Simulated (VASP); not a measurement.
# WC (Qusongite) (P-6m2) in VASP: further runs

WC (Qusongite) is run at these levels: PBE+D3(BJ); tasks: single point.

All numbers are computed with VASP 6.6.1; they aren't measurements. Logs are shortened: lines on timing, memory, paths and dates and some standing lists are left out, and cuts for length are marked.

**1. The cell of the first run**

Symmetry: P-6m2, No. 187, hexagonal system. Conventional cell: a = 2.907 Å, b = 2.907 Å, c = 2.837 Å, α = 90.00°, β = 90.00°, γ = 120.00°. W (site symmetry -6m2) has 6 C at 2.20 Å and 2 W at 2.84 Å within 2.9 Å. Within 2.9 Å of C (site symmetry -6m2) lie 6 W at 2.20 Å and 2 C at 2.84 Å.

**2. Single point, PBE+D3(BJ)**

Contents of INCAR:

```
SYSTEM = WC
PREC = Accurate
ENCUT = 520
EDIFF = 1E-6
ISMEAR = 0
SIGMA = 0.2
LREAL = .False.
LASPH = .True.
NELM = 80
ALGO = Normal
ISIF = 2
LWAVE = .False.
LCHARG = .False.
GGA = PE
IVDW = 12
NBANDS = 16
```

Contents of KPOINTS:

```
regular mesh
0
Gamma
  10 10 9
  0 0 0
```

Contents of POSCAR:

```
WC
1.0
    2.9065000000      0.0000000000      0.0000000000
   -1.4532500000      2.5171030000      0.0000000000
    0.0000000000      0.0000000000      2.8366000000
W C
1 1
Direct
    0.0000000000      0.0000000000      0.0000000000
    0.6666666667      0.3333333333      0.5000000000
```

Potentials or basis: VASP PAW PBE potentials, release 64 (W_sv, C).

On the command line:

```
cat potpaw_PBE.64/W_sv/POTCAR potpaw_PBE.64/C/POTCAR > POTCAR
mpirun -np 1 vasp_std > vasp.out
```

OUTCAR:

```text
SYSTEM = WC
   PREC = Accurate
   ENCUT = 520
   EDIFF = 1E-6
   ISMEAR = 0
   LREAL = .False.
   LASPH = .True.
   NELM = 80
   ISIF = 2
   GGA = PE
   IVDW = 12
 IVDW          = 12

 ion  position               nearest neighbor table
   1  0.000  0.000  0.000-   2 2.20   2 2.20   2 2.20   2 2.20   2 2.20   2 2.20
   2  0.667  0.333  0.500-   1 2.20   1 2.20   1 2.20   1 2.20   1 2.20   1 2.20

  LATTYP: Found a hexagonal cell.
 ALAT       =     2.9065000000
 C/A-ratio  =     0.9759504559

  Lattice vectors:

 A1 = (   2.9065000000,   0.0000000000,   0.0000000000)
 A2 = (  -1.4532500000,   2.5171030000,   0.0000000000)
 A3 = (   0.0000000000,   0.0000000000,   2.8366000000)

Analysis of symmetry for initial positions (statically):
=====================================================================
 Subroutine PRICEL returns:
 Original cell was already a primitive cell.

 Routine SETGRP: Setting up the symmetry group for a
 hexagonal supercell.

 Subroutine GETGRP returns: Found 12 space group operations
 (whereof 12 operations were pure point group operations)
 out of a pool of 24 trial point group operations.

The static configuration has the point symmetry D_3h.

Analysis of symmetry for dynamics (positions and initial velocities):
=====================================================================
 Subroutine PRICEL returns:
 Original cell was already a primitive cell.

 Routine SETGRP: Setting up the symmetry group for a
 hexagonal supercell.

 Subroutine GETGRP returns: Found 12 space group operations
 (whereof 12 operations were pure point group operations)
 out of a pool of 24 trial point group operations.

The dynamic configuration has the point symmetry D_3h.

 Subroutine INISYM returns: Found 12 space group operations
 (whereof 12 operations are pure point group operations),
 and found     1 'primitive' translations

----------------------------------------------------------------------------------------

                                     Primitive cell

  volume of cell :      20.7525

  direct lattice vectors                    reciprocal lattice vectors
     2.906500000  0.000000000  0.000000000     0.344056425  0.198641057  0.000000000
    -1.453250000  2.517103000  0.000000000     0.000000000  0.397282114  0.000000000
     0.000000000  0.000000000  2.836600000     0.000000000  0.000000000  0.352534725

  length of vectors
[... 82 lines left out ...]
   EDIFF  = 0.1E-05   stopping-criterion for ELM
   LREAL  =      F    real-space projection
   EDIFFG = 0.1E-04   stopping-criterion for IOM
   NSW    =      0    number of steps for IOM
   IBRION =     -1    ionic relax: 0-MD 1-quasi-New 2-CG
   NFREE  =      0    steps in history (QN), initial steepest desc. (CG)
   ISIF   =      2    stress and relaxation
   ISYM   =      2    0-nonsym 1-usesym 2-fastsym
   POTIM  = 0.5000    time-step for ionic-motion
   TEBEG  =    0.0;   TEEND  =   0.0 temperature during run
   PSTRESS=    0.0 pullay stress
   NELECT =      18.0000    total number of electrons
   NUPDOWN=      -1.0000    fix difference up-down
   EMIN   =  10.00;   EMAX   =-10.00  energy-range for DOS
   EFERMI =   0.00;   METHOD = LEGACY
   ISMEAR =     0;   SIGMA  =   0.20  broadening in eV -4-tet -1-fermi 0-gaus
   EFERMI_NEDOS =   21; number of points for ismear=-14 and -15
   IALGO  =     38    algorithm
   IMIX   =      4    mixing-type and parameters
     AMIX     =   0.40;   BMIX     =  1.00
     AMIX_MAG =   1.60;   BMIX_MAG =  1.00
  volume/ion in A,a.u.               =      10.38        70.02
  Fermi-wavevector in a.u.,A,eV,Ry     =   1.561262  2.950358 33.164743  2.437540
  Thomas-Fermi vector in A             =   2.664353
   LORBIT       =      0    0 simple, 1 ext, 2 COOP (PROOUT), +10 PAW based schemes
   GGA     = PE    functional components
   LHFCALC =     F    Hartree Fock is set to
   AEXX    =    0.0000 exact exchange contribution
   IVDW    =    12    specifies the selected vdW correction
   LEPSILON=     F    determine dielectric tensor
   LRPA    =     F    only Hartree local field effects (RPA)
 non-spin polarized calculation
 Gauss-broadening in eV      SIGMA  =   0.20
  energy-cutoff  :      520.00
  volume of cell :       20.75
 maximum number of plane-waves:       580
 NGX is ok and might be reduce to    24
   NGX = 11   NGY = 11   NGZ = 11

 number of electron      18.0000000 magnetization

 Free energy of the ion-electron system (eV)
  ---------------------------------------------------
  ext. energy  EPLUGINS =         0.00000000
  ---------------------------------------------------
  free energy    TOTEN  =       -22.44779515 eV

  energy without entropy =      -22.44368421  energy(sigma->0) =      -22.44573968

 E-fermi :  11.0779     XC(G=0): -13.8001

 val. band max:       10.9892619479   @ k =   0.0000   0.0000   0.3333
 cond. band min:      11.0919325760   @ k =   0.1000   0.0000   0.3333
 fundamental gap:      0.1026706281
 Fermi energy:        11.0778782856

 k-point     1 :       0.0000    0.0000    0.0000
  band No.  band energies     occupation
      1     -62.9230      2.00000
      2     -26.9061      2.00000
      3     -26.8008      2.00000
      4     -26.8008      2.00000
      5      -3.3739      2.00000
      6       6.7663      2.00000
[... 433 lines left out ...]
      3     -27.0270      2.00000
      4     -26.8779      2.00000
      5       0.0615      2.00000
      6       4.1825      2.00000
[... 8 lines left out ...]
     15      24.4782      0.00000
     16      28.5266      0.00000

 [... further k-points ...]

------------------------ aborting loop because EDIFF is reached ----------------------------------------

 Edisp (eV)   -0.92363

 E8    (eV) :    -0.4234

  FORCE on cell =-STRESS in cart. coord.  units (eV):
  Direction    XX          YY          ZZ          XY          YZ          ZX
  --------------------------------------------------------------------------------------
  -------------------------------------------------------------------------------------
  Total      -0.06172    -0.06172    -0.11612     0.00000     0.00000     0.00000
  in kB      -4.76478    -4.76478    -8.96469     0.00000     0.00000     0.00000
  external pressure =       -6.16 kB  Pullay stress =        0.00 kB

 VOLUME and BASIS-vectors are now :
 -----------------------------------------------------------------------------
  energy-cutoff  :      520.00
  volume of cell :       20.75
      direct lattice vectors                 reciprocal lattice vectors
     2.906500000  0.000000000  0.000000000     0.344056425  0.198641057  0.000000000
    -1.453250000  2.517103000  0.000000000     0.000000000  0.397282114  0.000000000
     0.000000000  0.000000000  2.836600000     0.000000000  0.000000000  0.352534725

 POSITION                                       TOTAL-FORCE (eV/Angst)
 -----------------------------------------------------------------------------------
      0.00000      0.00000      0.00000        -0.000000      0.000000      0.000000
      1.45325      0.83903      1.41830         0.000000     -0.000000      0.000000
 -----------------------------------------------------------------------------------
    total drift:                                0.000000      0.000001      0.000000

  FREE ENERGIE OF THE ION-ELECTRON SYSTEM (eV)
  ---------------------------------------------------
  free  energy   TOTEN  =       -23.3714243751 eV

  energy  without entropy=      -23.3673134385  energy(sigma->0) =      -23.36936891
```

stdout:

```text
POSCAR found type information on POSCAR W C
 POSCAR found :  2 types and       2 ions
 scaLAPACK will be used
 LDA part: xc-table for (Slater+PW92), standard interpolation
 POSCAR, INCAR and KPOINTS ok, starting setup
 FFT: planning ... GRIDC
 FFT: planning ... GRID_SOFT
 FFT: planning ... GRID
 WAVECAR not read
 entering main loop
```

Run time: 26 s. Hardware: 1 thread of Intel Xeon 8259CL, shared host; peak memory 0.17 GiB.

What came out:

- Free energy: -23.3714 eV
- Pressure: -0.6 GPa
- Band gap on the k mesh: zero (band 9 reaches 11.73 eV, above the bottom of band 10 at 10.54 eV)
- Dispersion energy per atom: -0.462 eV

Caveat: three body term missing; spin-orbit coupling is left out, which moves the levels of the heavy elements; pairwise dispersion overbinds metals, which lowers pressure and volume.

**3. Single point, PBE+D3(BJ)**

Contents of INCAR:

```
SYSTEM = WC
ALGO = Normal ; EDIFF = 1E-6
ENCUT = 520 ; GGA = PE
ISIF = 2 ; ISMEAR = 0
IVDW = 12 ; LASPH = .TRUE.
LCHARG = .FALSE. ; LREAL = .FALSE.
LWAVE = .FALSE. ; NBANDS = 16
NELM = 60 ; PREC = Accurate
SIGMA = 0.1
```

Contents of KPOINTS:

```
k-points
0
G
  10 10 9
  0 0 0
```

POSCAR is that of step 2.

Potentials or basis: VASP PAW PBE potentials, release 64 (W_sv, C).

On the command line:

```
cat potpaw_PBE.64/W_sv/POTCAR potpaw_PBE.64/C/POTCAR > POTCAR
mpirun -np 1 vasp_std > vasp.out
```

OUTCAR:

```text
SYSTEM = WC
   EDIFF = 1E-6
   ENCUT = 520
   GGA = PE
   ISIF = 2
   ISMEAR = 0
   IVDW = 12
   LASPH = .TRUE.
   LREAL = .FALSE.
   NELM = 60
   PREC = Accurate
 IVDW          = 12

 ion  position               nearest neighbor table
   1  0.000  0.000  0.000-   2 2.20   2 2.20   2 2.20   2 2.20   2 2.20   2 2.20
   2  0.667  0.333  0.500-   1 2.20   1 2.20   1 2.20   1 2.20   1 2.20   1 2.20

  LATTYP: Found a hexagonal cell.
 ALAT       =     2.9065000000
 C/A-ratio  =     0.9759504559

  Lattice vectors:

 A1 = (   2.9065000000,   0.0000000000,   0.0000000000)
 A2 = (  -1.4532500000,   2.5171030000,   0.0000000000)
 A3 = (   0.0000000000,   0.0000000000,   2.8366000000)

Analysis of symmetry for initial positions (statically):
=====================================================================
 Subroutine PRICEL returns:
 Original cell was already a primitive cell.

 Routine SETGRP: Setting up the symmetry group for a
 hexagonal supercell.

 Subroutine GETGRP returns: Found 12 space group operations
 (whereof 12 operations were pure point group operations)
 out of a pool of 24 trial point group operations.

The static configuration has the point symmetry D_3h.

[... 160 lines left out ...]

 E-fermi :  11.0768     XC(G=0): -13.8001

 val. band max:       10.9898008195   @ k =   0.0000   0.0000   0.3333
 cond. band min:      11.0926515525   @ k =   0.1000   0.0000   0.3333
 fundamental gap:      0.1028507330
 Fermi energy:        11.0768170693

 k-point     1 :       0.0000    0.0000    0.0000
  band No.  band energies     occupation
      1     -62.9217      2.00000
      2     -26.9056      2.00000
      3     -26.7994      2.00000
      4     -26.7994      2.00000
      5      -3.3748      2.00000
      6       6.7665      2.00000
[... 433 lines left out ...]
      3     -27.0256      2.00000
      4     -26.8774      2.00000
      5       0.0604      2.00000
      6       4.1819      2.00000
[... 8 lines left out ...]
     15      24.4779      0.00000
     16      28.5263      0.00000

 [... further k-points ...]

------------------------ aborting loop because EDIFF is reached ----------------------------------------

 Edisp (eV)   -0.92363

 E8    (eV) :    -0.4234

  FORCE on cell =-STRESS in cart. coord.  units (eV):
  Direction    XX          YY          ZZ          XY          YZ          ZX
  --------------------------------------------------------------------------------------
  -------------------------------------------------------------------------------------
  Total      -0.06048    -0.06048    -0.12044     0.00000    -0.00000     0.00000
  in kB      -4.66897    -4.66897    -9.29810     0.00000    -0.00000     0.00000
  external pressure =       -6.21 kB  Pullay stress =        0.00 kB

 VOLUME and BASIS-vectors are now :
 -----------------------------------------------------------------------------
  energy-cutoff  :      520.00
  volume of cell :       20.75
      direct lattice vectors                 reciprocal lattice vectors
     2.906500000  0.000000000  0.000000000     0.344056425  0.198641057  0.000000000
    -1.453250000  2.517103000  0.000000000     0.000000000  0.397282114  0.000000000
     0.000000000  0.000000000  2.836600000     0.000000000  0.000000000  0.352534725

 POSITION                                       TOTAL-FORCE (eV/Angst)
 -----------------------------------------------------------------------------------
      0.00000      0.00000      0.00000        -0.000000      0.000000      0.000000
      1.45325      0.83903      1.41830         0.000000     -0.000000      0.000000
 -----------------------------------------------------------------------------------
    total drift:                                0.000000      0.000001      0.000000

  FREE ENERGIE OF THE ION-ELECTRON SYSTEM (eV)
  ---------------------------------------------------
  free  energy   TOTEN  =       -23.3698058653 eV

  energy  without entropy=      -23.3685007901  energy(sigma->0) =      -23.36915333
```

OSZICAR:

```text
N       E                     dE             d eps       ncg     rms          rms(c)
DAV:   1     0.110619773473E+03    0.11062E+03   -0.93962E+03  2256   0.124E+03
DAV:   2    -0.222234687651E+02   -0.13284E+03   -0.12802E+03  2696   0.337E+02
DAV:   3    -0.254988975126E+02   -0.32754E+01   -0.32636E+01  2496   0.503E+01
DAV:   4    -0.255159561254E+02   -0.17059E-01   -0.17058E-01  2888   0.412E+00
DAV:   5    -0.255160841132E+02   -0.12799E-03   -0.12799E-03  2480   0.337E-01    0.324E+01
DAV:   6    -0.225295956914E+02    0.29865E+01   -0.57332E+00  2712   0.258E+01    0.856E+00
DAV:   7    -0.224740702343E+02    0.55525E-01   -0.42977E-01  2352   0.503E+00    0.625E+00
DAV:   8    -0.224475462756E+02    0.26524E-01   -0.63775E-02  2440   0.214E+00    0.110E+00
DAV:   9    -0.224462337465E+02    0.13125E-02   -0.33095E-03  2456   0.431E-01    0.119E-01
DAV:  10    -0.224461824340E+02    0.51312E-04   -0.30847E-04  2624   0.201E-01    0.716E-02
DAV:  11    -0.224461779771E+02    0.44569E-05   -0.23207E-05  2592   0.412E-02    0.104E-02
DAV:  12    -0.224461767056E+02    0.12715E-05   -0.40042E-06  2464   0.172E-02    0.189E-03
DAV:  13    -0.224461766359E+02    0.69739E-07   -0.14650E-07  1256   0.326E-03
   1 F= -.23369806E+02 E0= -.23369153E+02  d E =-.130508E-02
```

stdout:

```text
POSCAR found type information on POSCAR W C
 POSCAR found :  2 types and       2 ions
 scaLAPACK will be used
 LDA part: xc-table for (Slater+PW92), standard interpolation
 POSCAR, INCAR and KPOINTS ok, starting setup
 FFT: planning ... GRIDC
 FFT: planning ... GRID_SOFT
 FFT: planning ... GRID
 WAVECAR not read
 entering main loop
```

Wall time 29 s (1 thread of Intel Xeon 8259CL, shared host); peak memory 0.16 GiB.

What came out:

```
Free energy                : -23.3698 eV
Pressure                   : -0.6 GPa
Band gap on the k mesh     : zero (band 9 reaches 11.73 eV, above the bottom of band 10 at 10.54 eV)
Dispersion energy per atom : -0.462 eV
```

Caveat: three body term missing; spin-orbit coupling is left out, which moves the levels of the heavy elements; pairwise dispersion overbinds metals, which lowers pressure and volume.
